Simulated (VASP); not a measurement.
# SnTe (Fm-3m) in VASP: notebook, part 2 of 2

VASP 6.6.1. The steps go on from the part before.

## 3. Single point, LDA (volume scaled by 0.94)

The input, INCAR:

```
SYSTEM = SnTe
PREC     = Accurate       ! precision mode
ENCUT    = 520            ! plane-wave cutoff, eV
EDIFF    = 1E-7           ! SCF threshold, eV
ISMEAR   = -1             ! smearing method
SIGMA    = 0.05           ! smearing width, eV
LREAL    = .FALSE.        ! projectors in reciprocal space
LASPH    = .TRUE.         ! aspherical terms in the spheres
NELM     = 60             ! most SCF steps
ALGO     = Normal         ! electronic algorithm
ISIF     = 2              ! what is computed and relaxed
LWAVE    = .FALSE.        ! write WAVECAR
LCHARG   = .FALSE.        ! write CHGCAR
GGA      = CA             ! functional
NBANDS   = 17             ! bands
```

The input, KPOINTS:

```
regular mesh
0
G
  7 7 7
  0 0 0
```

The input, POSCAR:

```
SnTe
1.0
    0.0000000000      3.0865288906      3.0865288906
    3.0865288906      0.0000000000      3.0865288906
    3.0865288906      3.0865288906      0.0000000000
Te Sn
1 1
Direct
    0.5000000000      0.5000000000      0.5000000000
    0.0000000000      0.0000000000      0.0000000000
```

Potentials or basis: VASP PAW LDA potentials, release 64 (Te, Sn_d).

The run is started by

```console
$ cat potpaw_LDA.64/Te/POTCAR potpaw_LDA.64/Sn_d/POTCAR > POTCAR
$ mpirun -np 1 vasp_std > vasp.out
```

Wall time 32 s (1 thread of AMD EPYC 7R13, shared host); peak memory 0.13 GiB.

Results (log left out):

```
Free energy : -8.8300 eV
Pressure    : 1.6 GPa
```

Levels at points of the mesh, in eV from the Fermi level:
| k point | band 6 | band 7 | band 8 | band 9 | band 10 | band 11 | band 12 | band 13 | band 14 | band 15 |
| --- | --- | --- | --- | --- | --- | --- | --- | --- | --- | --- |
| (0.00, 0.00, 0.00) | -13.33 | -4.57 | -2.33 | -2.33 | -2.33 | 3.38 | 3.38 | 3.38 | 4.63 | 4.63 |

Caveat: the cell differs from its parent crystal (volume scaled by 0.94); this odd mesh misses L, where the gap lies, so gap, dielectric constants and Born charges aren't listed; spin-orbit coupling is left out, which moves the levels of the heavy elements.

## 4. Single point, LDA (volume scaled by 1.04)

The input, INCAR:

```
PREC = Accurate
ENCUT = 520
EDIFF = 1E-6
ISMEAR = -1
SIGMA = 0.05
LREAL = False
LASPH = True
NELM = 80
ALGO = Normal
ISIF = 2
LWAVE = False
LCHARG = False
GGA = CA
NBANDS = 17
```

The input, KPOINTS:

```
Automatic mesh
0
Gamma
  7 7 7
```

The input, POSCAR:

```
SnTe
1.0
    0.0000000000      3.1923133075      3.1923133075
    3.1923133075      0.0000000000      3.1923133075
    3.1923133075      3.1923133075      0.0000000000
Te Sn
1 1
Direct
    0.5000000000      0.5000000000      0.5000000000
    0.0000000000      0.0000000000      0.0000000000
```

Potentials or basis: VASP PAW LDA potentials, release 64 (Te, Sn_d).

The run is started by

```console
$ cat potpaw_LDA.64/Te/POTCAR potpaw_LDA.64/Sn_d/POTCAR > POTCAR
$ mpirun -np 1 vasp_std > vasp.out
```

OUTCAR:

```text
PREC = Accurate
   ENCUT = 520
   EDIFF = 1E-6
   ISMEAR = -1
   LREAL = False
   LASPH = True
   NELM = 80
   ISIF = 2
   GGA = CA

 ion  position               nearest neighbor table
   1  0.500  0.500  0.500-   2 3.19   2 3.19   2 3.19   2 3.19   2 3.19   2 3.19
   2  0.000  0.000  0.000-   1 3.19   1 3.19   1 3.19   1 3.19   1 3.19   1 3.19

  LATTYP: Found a face centered cubic cell.
 ALAT       =     6.3846266150

  Lattice vectors:

[... 579 lines left out ...]

------------------------ aborting loop because EDIFF is reached ----------------------------------------

  FORCE on cell =-STRESS in cart. coord.  units (eV):
  Direction    XX          YY          ZZ          XY          YZ          ZX
  --------------------------------------------------------------------------------------
  -------------------------------------------------------------------------------------
  Total       -1.2563981     -1.2563981     -1.2563981      0.0000000     -0.0000000      0.0000000
  in kB      -30.9379362    -30.9379362    -30.9379362      0.0000000     -0.0000000      0.0000000
  external PRESSURE =     -30.9379362 kB  Pullay stress =       0.0000000 kB

 VOLUME and BASIS-vectors are now :
 -----------------------------------------------------------------------------
  energy-cutoff  :      520.00
  volume of cell :       65.06
      direct lattice vectors                 reciprocal lattice vectors
     0.000000000  3.192313308  3.192313308    -0.156626231  0.156626231  0.156626231
     3.192313308  0.000000000  3.192313308     0.156626231 -0.156626231  0.156626231
     3.192313308  3.192313308  0.000000000     0.156626231  0.156626231 -0.156626231

 POSITION                                       TOTAL-FORCE (eV/Angst)
 -----------------------------------------------------------------------------------
      3.19231      3.19231      3.19231         0.000000      0.000000      0.000000
      0.00000      0.00000      0.00000        -0.000000     -0.000000     -0.000000
 -----------------------------------------------------------------------------------
    total drift:                               -0.000000      0.000000      0.000000

  FREE ENERGIE OF THE ION-ELECTRON SYSTEM (eV)
  ---------------------------------------------------
  free  energy   TOTEN  =        -8.7938223762 eV

  energy  without entropy=       -8.7937567409  energy(sigma->0) =       -8.79378956
```

OSZICAR:

```text
N       E                     dE             d eps       ncg     rms          rms(c)
DAV:   1     0.124426890396E+03    0.12443E+03   -0.95953E+03   681   0.135E+03
DAV:   2     0.296156718259E+01   -0.12147E+03   -0.11853E+03   706   0.323E+02
DAV:   3    -0.852874284635E+01   -0.11490E+02   -0.11416E+02   881   0.897E+01
DAV:   4    -0.885528686919E+01   -0.32654E+00   -0.32626E+00   768   0.156E+01
DAV:   5    -0.886838090995E+01   -0.13094E-01   -0.13094E-01  1005   0.312E+00    0.421E+00
DAV:   6    -0.879866474832E+01    0.69716E-01   -0.15553E-01   918   0.254E+00    0.270E+00
DAV:   7    -0.879464213912E+01    0.40226E-02   -0.45160E-02   829   0.101E+00    0.846E-01
DAV:   8    -0.879385430222E+01    0.78784E-03   -0.64035E-03   871   0.611E-01    0.139E-01
DAV:   9    -0.879384736848E+01    0.69337E-05   -0.83962E-04   978   0.222E-01    0.396E-02
DAV:  10    -0.879382503156E+01    0.22337E-04   -0.72433E-05   893   0.650E-02    0.273E-02
DAV:  11    -0.879382226345E+01    0.27681E-05   -0.33929E-05   881   0.384E-02    0.213E-02
DAV:  12    -0.879382237623E+01   -0.11278E-06   -0.24111E-06   681   0.797E-03
   1 F= -.87938224E+01 E0= -.87937896E+01  d E =-.656354E-04
```

Wall time 46 s (1 thread of AMD EPYC 7R13, shared host); peak memory 0.15 GiB.

What came out:

```
Free energy : -8.7938 eV
Pressure    : -3.1 GPa
```

Levels at points of the mesh, in eV from the Fermi level:
| k point | band 6 | band 7 | band 8 | band 9 | band 10 | band 11 | band 12 | band 13 | band 14 | band 15 |
| --- | --- | --- | --- | --- | --- | --- | --- | --- | --- | --- |
| (0.00, 0.00, 0.00) | -12.54 | -4.94 | -2.02 | -2.02 | -2.02 | 3.20 | 3.20 | 3.20 | 4.84 | 4.84 |

Caveat: the cell differs from its parent crystal (volume scaled by 1.04); this odd mesh misses L, where the gap lies, so gap, dielectric constants and Born charges aren't listed; spin-orbit coupling is left out, which moves the levels of the heavy elements.

## 5. Single point, BLYP+D4

This run uses another cell than the first one, of 30.66 Å³/atom, 0.980 times its volume.

The input, INCAR:

```
PREC = Accurate
ENCUT = 520
EDIFF = 1E-7
ISMEAR = -1
SIGMA = 0.05
LREAL = F
LASPH = T
NELM = 100
ALGO = Normal
ISIF = 2
LWAVE = F
LCHARG = F
GGA = B5
ALDAX = 1.0
AGGAX = 1.0
AGGAC = 1.0
ALDAC = 0.0
IVDW = 13
VDW_S6 = 1.0
VDW_S8 = 2.34076671
VDW_A1 = 0.44488865
VDW_A2 = 4.0933009
NBANDS = 17
```

KPOINTS is that of step 4.

The input, POSCAR:

```
SnTe
1.0
    0.0000000000      3.1297027185      3.1297027185
    3.1297027185      0.0000000000      3.1297027185
    3.1297027185      3.1297027185      0.0000000000
Te Sn
1 1
Direct
    0.5000000000      0.5000000000      0.5000000000
    0.0000000000      0.0000000000      0.0000000000
```

Potentials or basis: VASP PAW PBE potentials, release 64 (Te, Sn_d).

The run is started by

```console
$ cat potpaw_PBE.64/Te/POTCAR potpaw_PBE.64/Sn_d/POTCAR > POTCAR
$ mpirun -np 1 vasp_std > vasp.out
```

It took 61 s on 1 thread of AMD EPYC 7R43 (Zen 3), shared host; peak memory 0.17 GiB.

It converged, with:

| Property | Result |
| --- | --- |
| Free energy | -7.8065 eV |
| Pressure | 3.0 GPa |
| Dispersion energy per atom | -0.846 eV |

Levels at points of the mesh, in eV from the Fermi level:
```csv
k point,band 7,band 8,band 9,band 10,band 11,band 12,band 13,band 14
"(0.00, 0.00, 0.00)",-4.84,-2.32,-2.32,-2.32,3.22,3.22,3.22,4.85
```

Caveat: this odd mesh misses L, where the gap lies, so gap, dielectric constants and Born charges aren't listed; the PAW data sets were made with another functional, which shifts forces and pressure a little; spin-orbit coupling is left out, which moves the levels of the heavy elements.

## 6. Single point, BLYP+D4

The input, INCAR:

```
AGGAC = 1.0
AGGAX = 1.0
ALDAC = 0.0
ALDAX = 1.0
ALGO = Normal
EDIFF = 1E-6
ENCUT = 520
GGA = B5
ISIF = 2
ISMEAR = -1
IVDW = 13
LASPH = T
LCHARG = F
LREAL = F
LWAVE = F
NBANDS = 17
NELM = 60
PREC = Accurate
SIGMA = 0.05
VDW_A1 = 0.44488865
VDW_A2 = 4.0933009
VDW_S6 = 1.0
VDW_S8 = 2.34076671
```

The input, KPOINTS:

```
k-points
0
Gamma
  7 7 7
```

The input, POSCAR:

```
SnTe
1.0
    0.0000000000      3.1508500000      3.1508500000
    3.1508500000      0.0000000000      3.1508500000
    3.1508500000      3.1508500000      0.0000000000
Te Sn
1 1
Direct
    0.5000000000      0.5000000000      0.5000000000
    0.0000000000      0.0000000000      0.0000000000
```

Potentials or basis: VASP PAW PBE potentials, release 64 (Te, Sn_d).

The run is started by

```console
$ cat potpaw_PBE.64/Te/POTCAR potpaw_PBE.64/Sn_d/POTCAR > POTCAR
$ mpirun -np 1 vasp_std > vasp.out
```

Wall time 48 s (1 thread of AMD EPYC 7R43 (Zen 3), shared host); peak memory 0.17 GiB.

The run converged. Its results:

```
Free energy                : -7.8258 eV
Pressure                   : 1.9 GPa
Dispersion energy per atom : -0.829 eV
```

Levels at points of the mesh, in eV from the Fermi level:
```csv
k point,band 7,band 8,band 9,band 10,band 11,band 12,band 13,band 14
"(0.00, 0.00, 0.00)",-4.92,-2.26,-2.26,-2.26,3.18,3.18,3.18,4.89
```

Caveat: this odd mesh misses L, where the gap lies, so gap, dielectric constants and Born charges aren't listed; the PAW data sets were made with another functional, which shifts forces and pressure a little; spin-orbit coupling is left out, which moves the levels of the heavy elements.

## 7. The runs side by side

```tsv
level	potentials or basis	cell	pressure (GPa)
revPBE+D3(BJ)	VASP PAW PBE potentials, release 64 (Te, Sn_d)	a = 4.456 Å, angles 60.0°, 2 atoms	-0.8
LDA	VASP PAW LDA potentials, release 64 (Te, Sn_d)	a = 4.365 Å, angles 60.0°, 2 atoms	1.6
LDA	VASP PAW LDA potentials, release 64 (Te, Sn_d)	a = 4.515 Å, angles 60.0°, 2 atoms	-3.1
BLYP+D4	VASP PAW PBE potentials, release 64 (Te, Sn_d)	a = 4.426 Å, angles 60.0°, 2 atoms	3.0
BLYP+D4	VASP PAW PBE potentials, release 64 (Te, Sn_d)	a = 4.456 Å, angles 60.0°, 2 atoms	1.9
```

Alike in all rows: task single point; no spin polarisation; k mesh 7 × 7 × 7; cutoff (eV) 520; smearing fermi-dirac 0.05 eV.

Caveats: spin-orbit coupling is left out, which moves the levels of the heavy elements; the PAW data sets were made with another functional, which shifts forces and pressure a little (some runs).

Absolute energies hang on the potentials; compare differences alone.
